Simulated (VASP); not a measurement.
# PbS (Galena) (P1) in VASP: a series of runs, part 2 of 2

VASP 6.6.1. Earlier steps stand in the parts before.

### 6 Single point, PBE+D4

This run uses another cell than the first one, of 26.20 Å³/atom, 1.005 times its volume.

INCAR reads:

```
SYSTEM = PbS
PREC     = Accurate       ! precision mode
ENCUT    = 520            ! plane-wave cutoff, eV
EDIFF    = 1E-6           ! SCF threshold, eV
ISMEAR   = 0              ! smearing method
SIGMA    = 0.01           ! smearing width, eV
LREAL    = .False.        ! projectors in reciprocal space
LASPH    = .True.         ! aspherical terms in the spheres
NELM     = 60             ! most SCF steps
ALGO     = Normal         ! electronic algorithm
ISIF     = 2              ! what is computed and relaxed
LWAVE    = .False.        ! write WAVECAR
LCHARG   = .True.         ! write CHGCAR
GGA      = PE             ! functional
IVDW     = 13             ! dispersion correction
LELF     = .True.         ! ELF
LVHAR    = .True.       
NBANDS   = 17             ! bands
```

KPOINTS reads:

```
regular mesh
0
Gamma
  4 4 4
  0 0 0
```

POSCAR reads:

```
PbS
1.0
   -0.0839995344      2.9723674966      3.0398095268
    2.9035131204     -0.0188913811      2.9747013735
    2.9037234698      2.9074696928     -0.0191017305
Pb S
1 1
Direct
    0.0164700000      0.9778200000      0.0022300000
    0.4897500000      0.4950700000      0.5116800000
```

Potentials or basis: VASP PAW PBE potentials, release 64 (Pb_d, S).

On the command line:

```bash
> cat potpaw_PBE.64/Pb_d/POTCAR potpaw_PBE.64/S/POTCAR > POTCAR
> mpirun -np 1 vasp_std > vasp.out
```

OUTCAR:

```text
SYSTEM = PbS
   PREC = Accurate
   ENCUT = 520
   EDIFF = 1E-6
   ISMEAR = 0
   LREAL = .False.
   LASPH = .True.
   NELM = 60
   ISIF = 2
   GGA = PE
   IVDW = 13

 ion  position               nearest neighbor table
   1  0.016  0.978  0.002-   2 2.87   2 2.90   2 2.99   2 3.00   2 3.03   2 3.05
   2  0.490  0.495  0.512-   1 2.87   1 2.90   1 2.99   1 3.00   1 3.03   1 3.05

  LATTYP: Found a triclinic cell.
 ALAT       =     4.2523483413
 B/A-ratio  =     0.9943051951
 C/A-ratio  =     0.9663317805
 COS(alpha) =     0.0011994967
 COS(beta)  =     0.4772949932
 COS(gamma) =     0.5194800611

  Lattice vectors:

 A1 = (   0.0839995344,  -2.9723674966,  -3.0398095268)
 A2 = (   2.9875126548,  -2.9912588777,  -0.0651081533)
 A3 = (  -2.9037234698,  -2.9074696928,   0.0191017305)

Analysis of symmetry for initial positions (statically):
=====================================================================
 Subroutine PRICEL returns:
 Original cell was already a primitive cell.

 Routine SETGRP: Setting up the symmetry group for a
 triclinic supercell.

 Subroutine GETGRP returns: Found  1 space group operations
 (whereof  1 operations were pure point group operations)
 out of a pool of  2 trial point group operations.

[... 163 lines left out ...]

 val. band max:        5.8150270387   @ k =   0.5000  -0.0000   0.0000
 cond. band min:       6.0412498502   @ k =   0.5000   0.5000   0.5000
 fundamental gap:      0.2262228116
 Fermi energy:         5.8931024828

 k-point     1 :       0.0000    0.0000    0.0000
  band No.  band energies     occupation
      1     -11.0566      2.00000
      2     -11.0539      2.00000
      3     -11.0478      2.00000
      4     -11.0351      2.00000
      5     -11.0244      2.00000
      6      -7.8109      2.00000
[... 457 lines left out ...]
      4     -11.0155      2.00000
      5     -10.9905      2.00000
      6      -6.3650      2.00000
[... 9 lines left out ...]
     16      16.4353      0.00000
     17      17.2560      0.00000

 [... further k-points ...]

------------------------ aborting loop because EDIFF is reached ----------------------------------------

  DFT-D4 for vdW energy calculation

  Edisp (eV):   -0.75434

  FORCE on cell =-STRESS in cart. coord.  units (eV):
  Direction    XX          YY          ZZ          XY          YZ          ZX
  --------------------------------------------------------------------------------------
  -------------------------------------------------------------------------------------
  Total       0.42896     0.30213    -0.67534     0.18698    -0.10848     0.18525
  in kB      13.11724     9.23900   -20.65139     5.71783    -3.31728     5.66475
  external pressure =        0.57 kB  Pullay stress =        0.00 kB

 VOLUME and BASIS-vectors are now :
 -----------------------------------------------------------------------------
  energy-cutoff  :      520.00
  volume of cell :       52.39
      direct lattice vectors                 reciprocal lattice vectors
    -0.083999534  2.972367497  3.039809527    -0.165065794  0.165918542  0.162169262
     2.903513120 -0.018891381  2.974701373     0.169769332 -0.168437702  0.169391960
     2.903723470  2.907469693 -0.019101731     0.169853319  0.173225227 -0.164688422

 POSITION                                       TOTAL-FORCE (eV/Angst)
 -----------------------------------------------------------------------------------
      2.84421      0.03697      2.95875        -0.012403      0.009388      0.024529
      2.88208      2.93406      2.95166         0.012403     -0.009388     -0.024529
 -----------------------------------------------------------------------------------
    total drift:                               -0.000240      0.000055     -0.000111

  FREE ENERGIE OF THE ION-ELECTRON SYSTEM (eV)
  ---------------------------------------------------
  free  energy   TOTEN  =        -9.4867649870 eV

  energy  without entropy=       -9.4867649870  energy(sigma->0) =       -9.48676499
```

OSZICAR:

```text
N       E                     dE             d eps       ncg     rms          rms(c)
DAV:   1     0.158166701826E+03    0.15817E+03   -0.96347E+03  1232   0.123E+03
DAV:   2     0.300427396604E+01   -0.15516E+03   -0.14899E+03  1314   0.317E+02
DAV:   3    -0.891408386801E+01   -0.11918E+02   -0.11785E+02  1608   0.918E+01
DAV:   4    -0.920853801323E+01   -0.29445E+00   -0.29406E+00  1637   0.156E+01
DAV:   5    -0.921830241374E+01   -0.97644E-02   -0.97633E-02  1815   0.270E+00    0.461E+00
DAV:   6    -0.872892885434E+01    0.48937E+00   -0.14608E+00  1896   0.804E+00    0.334E+00
DAV:   7    -0.872947203418E+01   -0.54318E-03   -0.13752E-01  1541   0.186E+00    0.190E+00
DAV:   8    -0.873261095835E+01   -0.31389E-02   -0.15957E-02  1433   0.131E+00    0.219E-01
DAV:   9    -0.873223933213E+01    0.37163E-03   -0.32616E-03  2007   0.460E-01    0.932E-02
DAV:  10    -0.873240923404E+01   -0.16990E-03   -0.35302E-04  1357   0.107E-01    0.405E-02
DAV:  11    -0.873242808570E+01   -0.18852E-04   -0.48508E-05  1661   0.682E-02    0.169E-02
DAV:  12    -0.873242847663E+01   -0.39093E-06   -0.23679E-06  1556   0.131E-02
   1 F= -.94867650E+01 E0= -.94867650E+01  d E =-.296231E-30
```

It took 22 s on 1 thread of Intel Xeon 6975P-C, shared host; peak memory 0.19 GiB.

What came out:

```
Free energy                : -9.4868 eV
Pressure                   : 0.1 GPa
Largest force              : 0.029 eV/Å
Band gap on the k mesh     : 0.23 eV, indirect (least direct gap 0.37 eV)
Dispersion energy per atom : -0.377 eV
```

Forces in eV/Å, atoms in the order of the input:
```
Pb  -0.012  0.009  0.025
S    0.012 -0.009 -0.025
```

Stress tensor (GPa, compression positive):
```
 1.31  0.57  0.57
 0.57  0.92 -0.33
 0.57 -0.33 -2.07
```

Levels at points of the mesh, in eV from the valence-band top:
```
           k point  band 8  band 9  band 10  band 11  band 12  band 13
(0.00, 0.00, 0.00)   -2.41   -2.17    -2.04     4.75     5.22     5.33
(0.50, 0.00, 0.00)   -1.78   -1.72     0.00     0.59     2.06     2.24
(0.00, 0.50, 0.00)   -1.94   -1.79    -0.11     0.30     1.80     2.08
(0.50, 0.50, 0.00)   -5.18   -3.55    -3.31     3.81     5.25     5.72
(0.00, 0.00, 0.50)   -1.90   -1.83    -0.11     0.30     1.85     2.00
(0.50, 0.00, 0.50)   -5.21   -3.65    -3.30     3.73     5.35     5.53
(0.00, 0.50, 0.50)   -5.19   -3.61    -3.35     3.76     5.26     5.58
(0.50, 0.50, 0.50)   -1.93   -1.86    -0.14     0.23     1.79     1.92
```

Caveat: the k points lie up to 0.46 Å⁻¹ apart; spin-orbit coupling is left out, which moves the levels of the heavy elements. A k mesh can miss the band edges.

### 7 The runs side by side

| cell | gap on the mesh (eV) | pressure (GPa) | largest force (eV/Å) |
| --- | --- | --- | --- |
| a = 4.245, b = 4.150, c = 4.102 Å, angles 60.9, 61.5, 60.4°, 2 atoms | 0.19 | 0.3 | 0.02 |
| a = 4.238, b = 4.143, c = 4.096 Å, angles 60.9, 61.5, 60.4°, 2 atoms | 0.19 | 0.6 | 0.02 |
| a = 4.252, b = 4.157, c = 4.109 Å, angles 60.9, 61.5, 60.4°, 2 atoms | 0.23 | 0.1 | 0.03 |

Some of these runs hold the atoms at other places in the same cell, which the table doesn't show; runs alike in all that it shows share one row.

Alike in all rows: task single point; level PBE+D4; potentials or basis VASP PAW PBE potentials, release 64 (Pb_d, S); no spin polarisation; k mesh 4 × 4 × 4; cutoff (eV) 520; smearing gaussian 0.01 eV.

Caveats: all runs use coarse meshes; spin-orbit coupling is left out, which moves the levels of the heavy elements.

Total energies depend on the potentials used, so only differences within one code and one set of settings carry meaning.
